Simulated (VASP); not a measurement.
Set up this calculation in VASP 6.6.1, as the native input.

| Item | Value |
| --- | --- |
| Task | single point |
| Functional | PBE |
| Potentials or basis | VASP PAW PBE potentials, release 64 (Si, Ni) |
| Cutoff | 520 eV |
| k mesh | 14 × 14 × 14 |
| Occupations | gaussian, width 0.15 eV |
| Spin | no spin polarisation |
| Dipole correction | no |
| Further INCAR settings | ALGO = Normal; EDIFF = 1e-06; NBANDS = 16 |

The structure of Si2Ni lies in POSCAR:

```
Si2Ni
1.0
    0.0000000000      2.6675821510      2.6675821510
    2.6675821510      0.0000000000      2.6675821510
    2.6675821510      2.6675821510      0.0000000000
Si Ni
2 1
Direct
    0.2500000000      0.2500000000      0.2500000000
    0.7500000000      0.7500000000      0.7500000000
    0.0000000000      0.0000000000      0.0000000000
```

These files were run (other wordings do the same):

INCAR

```
SYSTEM = Si2Ni
ALGO = Normal ; EDIFF = 1E-6
ENCUT = 520 ; GGA = PE
ISIF = 2 ; ISMEAR = 0
LASPH = .True. ; LCHARG = .True.
LELF = .True. ; LREAL = .False.
LVHAR = .True. ; LWAVE = .False.
NBANDS = 16 ; NELM = 80
PREC = Accurate ; SIGMA = 0.15
```

KPOINTS

```
k-points
0
Gamma
  14 14 14
  0 0 0
```

Potentials or basis: VASP PAW PBE potentials, release 64 (Si, Ni).

Launch:

```bash
$ cat potpaw_PBE.64/Si/POTCAR potpaw_PBE.64/Ni/POTCAR > POTCAR
$ mpirun -np 1 vasp_std > vasp.out
```

It gave:

```json
{"Pressure": "10.2 GPa", "Band gap on the k mesh": "zero (bands 9 and 10 overlap by 2.12 eV)"}
```

Caveat: the cell stands under pressure.

It took 93 s on 1 thread of Intel(R) Xeon(R) Platinum 8259CL CPU @ 2.50GHz (Skylake/Cascade Lake), on a shared host, peak memory 0.2 GiB.
